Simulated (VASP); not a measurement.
**Zn: single point with r2SCAN**

Crystal: Zn.

```
Zn
1.0
     3.61511    0.00000    0.00000
    -1.80755    3.13078    0.00000
     0.00000    0.00000    4.10146
Zn
3
Cartesian
  0.8148 0.0000 1.3672
  -0.4074 0.7057 2.7343
  1.4001 2.4251 0.0000
```

```
Program             : VASP 6.6.1
Task                : single point
Functional          : r2SCAN
Potentials or basis : VASP PAW PBE potentials, release 64 (Zn)
Cutoff              : 520 eV
k mesh              : 6 × 6 × 4
Occupations         : gaussian, width 0.1 eV
Spin                : no spin polarisation
```

```
Pressure               : 40.1 GPa
Largest force          : 7.963 eV/Å
Band gap on the k mesh : zero (band 18 reaches 8.78 eV, above the bottom of band 19 at 0.24 eV)
```

Forces on the atoms (eV/Å):
```
Zn   7.963  0.000  0.000
Zn  -3.982  6.896  0.000
Zn  -3.982 -6.896  0.000
```

Stress tensor (GPa, compression positive):
```
32.91  0.00  0.00
 0.00 32.91  0.00
 0.00  0.00 54.35
```

Levels at points of the mesh, in eV from the Fermi level:
```tsv
k point	band 15	band 16	band 17	band 18	band 19	band 20	band 21	band 22
(0.00, 0.00, 0.00)	-7.14	-6.90	-0.36	-0.36	4.64	6.05	6.05	7.98
(0.50, 0.00, 0.00)	-6.90	-6.04	-5.10	1.60	2.11	3.06	3.70	5.02
(0.00, 0.00, 0.50)	-7.13	-6.72	-6.72	6.26	6.42	6.42	8.16	8.16
(0.50, 0.00, 0.50)	-7.06	-4.30	-3.93	-2.57	-2.29	3.61	4.34	6.34
```

It took 110 s on 1 thread of Intel(R) Xeon(R) Platinum 8488C (Sapphire Rapids), with other jobs on the host, peak memory 0.17 GiB.

Caveat: the k points lie up to 0.38 Å⁻¹ apart; the PAW data sets were made with another functional, which shifts forces and pressure a little.
